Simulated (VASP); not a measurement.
# Pd (Fm-3m) in VASP: a series of runs

Runs on Pd. Level: PBE. Tasks: single point.

Program: VASP 6.6.1. These are calculated values, not measurements. Logs are shortened: lines on timing, memory, paths and dates and some standing lists are left out, and cuts for length are marked.

### 1 The cell of the first run

It takes space group Fm-3m (No. 225, cubic). The conventional cell has a = 3.968 Å, b = 3.968 Å, c = 3.968 Å, α = 90.00°, β = 90.00°, γ = 90.00°. Within 3.7 Å of Pd (site symmetry m-3m) lie 12 Pd at 2.81 Å.

### 2 Single point, PBE (15.61 Å³/atom)

Contents of INCAR:

```
SYSTEM = Pd
ALGO = Normal ; EDIFF = 1E-6
ENCUT = 520 ; GGA = PE
ISIF = 2 ; ISMEAR = 0
LASPH = .TRUE. ; LCHARG = .FALSE.
LREAL = .FALSE. ; LWAVE = .FALSE.
NBANDS = 11 ; NELM = 60
PREC = Accurate ; SIGMA = 0.05
```

Contents of KPOINTS:

```
k-points
0
G
  20 20 20
  0 0 0
```

Contents of POSCAR:

```
Pd
1.0
    0.0000000000      1.9838212087      1.9838212087
    1.9838212087      0.0000000000      1.9838212087
    1.9838212087      1.9838212087      0.0000000000
Pd
1
Direct
    0.0000000000      0.0000000000      0.0000000000
```

Potentials or basis: VASP PAW PBE potentials, release 64 (Pd).

Run with:

```
> cat potpaw_PBE.64/Pd/POTCAR > POTCAR
> mpirun -np 1 vasp_std > vasp.out
```

OUTCAR:

```text
SYSTEM = Pd
   EDIFF = 1E-6
   ENCUT = 520
   GGA = PE
   ISIF = 2
   ISMEAR = 0
   LASPH = .TRUE.
   LREAL = .FALSE.
   NELM = 60
   PREC = Accurate

 ion  position               nearest neighbor table
   1  0.000  0.000  0.000-

  LATTYP: Found a face centered cubic cell.
 ALAT       =     3.9676424174

  Lattice vectors:

 A1 = (   0.0000000000,   1.9838212087,   1.9838212087)
 A2 = (   1.9838212087,   0.0000000000,   1.9838212087)
 A3 = (   1.9838212087,   1.9838212087,   0.0000000000)

Analysis of symmetry for initial positions (statically):
=====================================================================
 Subroutine PRICEL returns:
 Original cell was already a primitive cell.

 Routine SETGRP: Setting up the symmetry group for a
 face centered cubic supercell.

 Subroutine GETGRP returns: Found 48 space group operations
 (whereof 48 operations were pure point group operations)
 out of a pool of 48 trial point group operations.

The static configuration has the point symmetry O_h .

Analysis of symmetry for dynamics (positions and initial velocities):
=====================================================================
 Subroutine PRICEL returns:
 Original cell was already a primitive cell.

 Routine SETGRP: Setting up the symmetry group for a
 face centered cubic supercell.

 Subroutine GETGRP returns: Found 48 space group operations
 (whereof 48 operations were pure point group operations)
 out of a pool of 48 trial point group operations.

The dynamic configuration has the point symmetry O_h .

 Subroutine INISYM returns: Found 48 space group operations
 (whereof 48 operations are pure point group operations),
 and found     1 'primitive' translations

----------------------------------------------------------------------------------------

                                     Primitive cell

  volume of cell :      15.6148

  direct lattice vectors                    reciprocal lattice vectors
     0.000000000  1.983821209  1.983821209    -0.252038842  0.252038842  0.252038842
     1.983821209  0.000000000  1.983821209     0.252038842 -0.252038842  0.252038842
     1.983821209  1.983821209  0.000000000     0.252038842  0.252038842 -0.252038842

  length of vectors
     2.805546859  2.805546859  2.805546859     0.436544080  0.436544080  0.436544080

  position of ions in fractional coordinates (direct lattice)
     0.000000000  0.000000000  0.000000000

  ion indices of the primitive-cell ions
   primitive index   ion index
                 1           1

----------------------------------------------------------------------------------------

 KPOINTS: k-points

Automatic generation of k-mesh.
 Grid dimensions read from file:
 generate k-points for:   20   20   20

 Generating k-lattice:

  Cartesian coordinates                     Fractional coordinates (reciprocal lattice)
    -0.012601942  0.012601942  0.012601942     0.050000000  0.000000000  0.000000000
     0.012601942 -0.012601942  0.012601942     0.000000000  0.050000000  0.000000000
     0.012601942  0.012601942 -0.012601942     0.000000000  0.000000000  0.050000000

  Length of vectors
     0.021827204  0.021827204  0.021827204

  Shift w.r.t. Gamma in fractional coordinates (k-lattice)
     0.000000000  0.000000000  0.000000000

 Subroutine IBZKPT returns following result:
 ===========================================

 Found    256 irreducible k-points:

 Following reciprocal coordinates:
            Coordinates               Weight
  0.000000  0.000000  0.000000      1.000000
  0.050000  0.000000  0.000000      8.000000
  0.100000  0.000000  0.000000      8.000000
  0.150000  0.000000  0.000000      8.000000
  0.200000  0.000000  0.000000      8.000000
  0.250000  0.000000  0.000000      8.000000
[... 16 lines left out ...]
 -0.400000  0.050000  0.000000     24.000000
 -0.350000  0.050000  0.000000     24.000000
 [... further k-points ...]
   k-points           NKPTS =    256   k-points in BZ     NKDIM =    256   number of bands    NBANDS=     11
   number of dos      NEDOS =    301   number of ions     NIONS =      1
   total plane-waves  NPLWV =  13824
   dimension x,y,z NGX =    24 NGY =   24 NGZ =   24
   dimension x,y,z NGXF=    48 NGYF=   48 NGZF=   48
   ions per type =               1
   NGX,Y,Z   is equivalent  to a cutoff of  14.22, 14.22, 14.22 a.u.
   NGXF,Y,Z  is equivalent  to a cutoff of  28.44, 28.44, 28.44 a.u.
 SYSTEM =  Pd
   PREC   = accura    normal or accurate (medium, high low for compatibility)
   ISTART =      0    job   : 0-new  1-cont  2-samecut
   ICHARG =      2    charge: 1-file 2-atom 10-const
   ISPIN  =      1    spin polarized calculation?
   LNONCOLLINEAR =      F non collinear calculations
   LSORBIT =      F    spin-orbit coupling
   LASPH  =      T    aspherical Exc in radial PAW
   ENCUT  =  520.0 eV  38.22 Ry    6.18 a.u.   5.22  5.22  5.22*2*pi/ulx,y,z
   NELM   =     60;   NELMIN=  2; NELMDL= -5     # of ELM steps
   EDIFF  = 0.1E-05   stopping-criterion for ELM
   LREAL  =      F    real-space projection
   EDIFFG = 0.1E-04   stopping-criterion for IOM
   NSW    =      0    number of steps for IOM
   IBRION =     -1    ionic relax: 0-MD 1-quasi-New 2-CG
   NFREE  =      0    steps in history (QN), initial steepest desc. (CG)
   ISIF   =      2    stress and relaxation
   ISYM   =      2    0-nonsym 1-usesym 2-fastsym
   POTIM  = 0.5000    time-step for ionic-motion
   TEBEG  =    0.0;   TEEND  =   0.0 temperature during run
   PSTRESS=    0.0 pullay stress
   NELECT =      10.0000    total number of electrons
   NUPDOWN=      -1.0000    fix difference up-down
   EMIN   =  10.00;   EMAX   =-10.00  energy-range for DOS
   EFERMI =   0.00;   METHOD = LEGACY
   ISMEAR =     0;   SIGMA  =   0.05  broadening in eV -4-tet -1-fermi 0-gaus
   EFERMI_NEDOS =   21; number of points for ismear=-14 and -15
   IALGO  =     38    algorithm
   IMIX   =      4    mixing-type and parameters
     AMIX     =   0.40;   BMIX     =  1.00
     AMIX_MAG =   1.60;   BMIX_MAG =  1.00
  volume/ion in A,a.u.               =      15.61       105.37
  Fermi-wavevector in a.u.,A,eV,Ry     =   1.411115  2.666620 27.092527  1.991245
  Thomas-Fermi vector in A             =   2.532999
   LORBIT       =      0    0 simple, 1 ext, 2 COOP (PROOUT), +10 PAW based schemes
   GGA     = PE    functional components
   LHFCALC =     F    Hartree Fock is set to
   AEXX    =    0.0000 exact exchange contribution
   IVDW    =     0    specifies the selected vdW correction
   LEPSILON=     F    determine dielectric tensor
   LRPA    =     F    only Hartree local field effects (RPA)
 non-spin polarized calculation
 Gauss-broadening in eV      SIGMA  =   0.05
  energy-cutoff  :      520.00
  volume of cell :       15.61
 maximum number of plane-waves:       444
 NGX is ok and might be reduce to    24
   NGX = 11   NGY = 11   NGZ = 11

 number of electron      10.0000001 magnetization

 Free energy of the ion-electron system (eV)
  ---------------------------------------------------
  ext. energy  EPLUGINS =         0.00000000
  ---------------------------------------------------
  free energy    TOTEN  =        -5.21258674 eV

  energy without entropy =       -5.20885394  energy(sigma->0) =       -5.21072034

 E-fermi :   8.8240     XC(G=0): -12.8332

 val. band max:        8.8234495732   @ k =  -0.4500   0.3000   0.0000
 cond. band min:       8.8260755253   @ k =   0.3500   0.2500   0.0000
 fundamental gap:      0.0026259521
 Fermi energy:         8.8239931376

 k-point     1 :       0.0000    0.0000    0.0000
  band No.  band energies     occupation
      1       2.1434      2.00000
      2       6.2526      2.00000
      3       6.2526      2.00000
      4       6.2526      2.00000
      5       7.7203      2.00000
      6       7.7203      2.00000
      7      25.9989      0.00000
      8      30.4549      0.00000
      9      30.4549      0.00000
     10      30.4549      0.00000
     11      35.1552      0.00000

 k-point     2 :       0.0500    0.0000    0.0000
  band No.  band energies     occupation
      1       2.2302      2.00000
      2       6.2232      2.00000
      3       6.2820      2.00000
      4       6.2820      2.00000
      5       7.7064      2.00000
      6       7.7064      2.00000
      7      26.0817      0.00000
      8      29.8225      0.00000
      9      30.5450      0.00000
     10      30.5450      0.00000
     11      35.3192      0.00000

 k-point     3 :       0.1000    0.0000    0.0000
  band No.  band energies     occupation
      1       2.4834      2.00000
      2       6.1466      2.00000
      3       6.3610      2.00000
      4       6.3610      2.00000
      5       7.6750      2.00000
      6       7.6750      2.00000
      7      26.2623      0.00000
      8      28.4940      0.00000
      9      30.8013      0.00000
     10      30.8013      0.00000
     11      35.6677      0.00000

 k-point     4 :       0.1500    0.0000    0.0000
  band No.  band energies     occupation
      1       2.8770      2.00000
      2       6.0615      2.00000
      3       6.4595      2.00000
      4       6.4595      2.00000
      5       7.6582      2.00000
      6       7.6582      2.00000
      7      26.0699      0.00000
      8      27.3316      0.00000
      9      31.1764      0.00000
     10      31.1764      0.00000
     11      34.7280      0.00000
[... 239 lines left out ...]
 k-point    22 :      -0.4500    0.0500    0.0000
  band No.  band energies     occupation
      1       4.0445      2.00000
      2       6.1840      2.00000
      3       6.2662      2.00000
      4       8.4145      2.00000
      5       8.7396      1.98298
      6      10.2701      0.00000
      7      15.9845      0.00000
      8      25.4160      0.00000
      9      28.8573      0.00000
     10      29.4490      0.00000
     11      35.3614      0.00000

 k-point    23 :      -0.4000    0.0500    0.0000
  band No.  band energies     occupation
      1       4.0787      2.00000
      2       6.2355      2.00000
      3       6.3042      2.00000
      4       8.1698      2.00000
      5       8.5589      2.00000
      6       9.6011      0.00000
      7      17.1158      0.00000
      8      25.5996      0.00000
      9      28.9641      0.00000
     10      30.0747      0.00000
     11      35.1080      0.00000

 k-point    24 :      -0.3500    0.0500    0.0000
  band No.  band energies     occupation
      1       4.1186      2.00000
      2       6.3155      2.00000
      3       6.3751      2.00000
      4       7.5973      2.00000
      5       8.3029      2.00000
      6       8.9658      0.00006
      7      18.7057      0.00000
      8      25.9239      0.00000
      9      29.3152      0.00000
     10      30.9848      0.00000
     11      34.6015      0.00000

 [... further k-points ...]

------------------------ aborting loop because EDIFF is reached ----------------------------------------

  FORCE on cell =-STRESS in cart. coord.  units (eV):
  Direction    XX          YY          ZZ          XY          YZ          ZX
  --------------------------------------------------------------------------------------
  -------------------------------------------------------------------------------------
  Total       -0.3346589     -0.3346589     -0.3346589      0.0000000      0.0000000      0.0000000
  in kB      -34.3380261    -34.3380261    -34.3380261      0.0000000      0.0000000      0.0000000
  external PRESSURE =     -34.3380261 kB  Pullay stress =       0.0000000 kB

 VOLUME and BASIS-vectors are now :
 -----------------------------------------------------------------------------
  energy-cutoff  :      520.00
  volume of cell :       15.61
      direct lattice vectors                 reciprocal lattice vectors
     0.000000000  1.983821209  1.983821209    -0.252038842  0.252038842  0.252038842
     1.983821209  0.000000000  1.983821209     0.252038842 -0.252038842  0.252038842
     1.983821209  1.983821209  0.000000000     0.252038842  0.252038842 -0.252038842

 POSITION                                       TOTAL-FORCE (eV/Angst)
 -----------------------------------------------------------------------------------
      0.00000      0.00000      0.00000         0.000000      0.000000      0.000000
 -----------------------------------------------------------------------------------
    total drift:                               -0.000000      0.000000      0.000000

  FREE ENERGIE OF THE ION-ELECTRON SYSTEM (eV)
  ---------------------------------------------------
  free  energy   TOTEN  =        -5.2125867425 eV

  energy  without entropy=       -5.2088539442  energy(sigma->0) =       -5.21072034
```

Run time: 38 s. Hardware: 1 thread of Intel Xeon Platinum 8259CL at 2.50GHz (Skylake/Cascade Lake), shared host; peak memory 0.17 GiB.

What came out:

* Free energy: -5.2126 eV
* Pressure: -3.4 GPa
* Band gap on the k mesh: zero (bands 5 and 6 overlap by 1.44 eV)

Caveat: the cell stands under tension.

### 3 Single point, PBE (15.92 Å³/atom)

This run uses another cell than the first one, of 15.92 Å³/atom.

Contents of INCAR:

```
ALGO = Normal
EDIFF = 1E-6
ENCUT = 520
GGA = PE
ISIF = 2
ISMEAR = 0
LASPH = T
LCHARG = T
LELF = T
LREAL = F
LVHAR = T
LWAVE = F
NBANDS = 11
NELM = 100
PREC = Accurate
SIGMA = 0.05
```

Contents of KPOINTS:

```
k-points
0
Gamma
  20 20 20
```

Contents of POSCAR:

```
Pd
1.0
    0.0000000000      1.9967035255      1.9967035255
    1.9967035255      0.0000000000      1.9967035255
    1.9967035255      1.9967035255      0.0000000000
Pd
1
Direct
    0.0000000000      0.0000000000      0.0000000000
```

Potentials or basis: VASP PAW PBE potentials, release 64 (Pd).

Run with:

```
> cat potpaw_PBE.64/Pd/POTCAR > POTCAR
> mpirun -np 1 vasp_std > vasp.out
```

Wall time 30 s (1 thread of Intel Xeon Platinum 8259CL at 2.50GHz (Skylake/Cascade Lake), shared host); peak memory 0.17 GiB.

It converged, with:

| Quantity | Value |
| --- | --- |
| Free energy | -5.2035 eV |
| Pressure | -6.2 GPa |
| Band gap on the k mesh | zero (bands 5 and 6 overlap by 1.39 eV) |

Levels at points of the mesh, in eV from the Fermi level:
| k point | band 2 | band 3 | band 4 | band 5 | band 6 | band 7 | band 8 | band 9 |
| --- | --- | --- | --- | --- | --- | --- | --- | --- |
| (0.00, 0.00, 0.00) | -2.49 | -2.49 | -2.49 | -1.07 | -1.07 | 17.15 | 21.50 | 21.50 |
| (0.50, 0.00, 0.00) | -2.53 | -2.53 | -0.01 | -0.01 | 1.21 | 6.76 | 16.49 | 20.37 |
| (0.50, 0.50, 0.00) | -4.50 | -0.04 | 0.26 | 0.26 | 3.38 | 10.03 | 12.82 | 12.82 |

Caveat: the cell stands under tension.
